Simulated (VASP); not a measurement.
Write the native input for VASP 6.6.1 that does the following.

```yaml
Task: single point
Functional: LDA
Potentials_or_basis: VASP PAW LDA potentials, release 64 (Ti_sv)
Cutoff: 520 eV
k_mesh: 11 × 11 × 11
Occupations: fermi-dirac, width 0.05 eV
Spin: no spin polarisation
Dipole_correction: no
Further_INCAR_settings: ALGO = Fast; EDIFF = 1e-06; NBANDS = 12
```

The structure of Ti lies in POSCAR:

```
Ti
1.0
   -1.6625945817      1.6625945817      1.6625945817
    1.6625945817     -1.6625945817      1.6625945817
    1.6625945817      1.6625945817     -1.6625945817
Ti
1
Direct
    0.0000000000      0.0000000000      0.0000000000
```

The input as run:

INCAR

```
SYSTEM = Ti
ALGO = Fast
EDIFF = 1E-6
ENCUT = 520
ISIF = 2
ISMEAR = -1
LASPH = .True.
LCHARG = .False.
LREAL = .False.
LWAVE = .False.
NBANDS = 12
NELM = 100
PREC = Accurate
SIGMA = 0.05
```

KPOINTS

```
k-points
0
Gamma
  11 11 11
  0 0 0
```

Potentials or basis: VASP PAW LDA potentials, release 64 (Ti_sv).

Run with:

```console
$ cat potpaw_LDA.64/Ti_sv/POTCAR > POTCAR
$ mpirun -np 1 vasp_std > vasp.out
```

It gave:

```json
{"Pressure": "-13.9 GPa", "Band gap on the k mesh": "zero (band 6 reaches 8.19 eV, above the bottom of band 7 at 6.71 eV)"}
```

Wall time 9.3 s on 1 thread of Intel(R) Xeon(R) 6975P-C (Granite Rapids), on a shared host, peak memory 0.13 GiB.
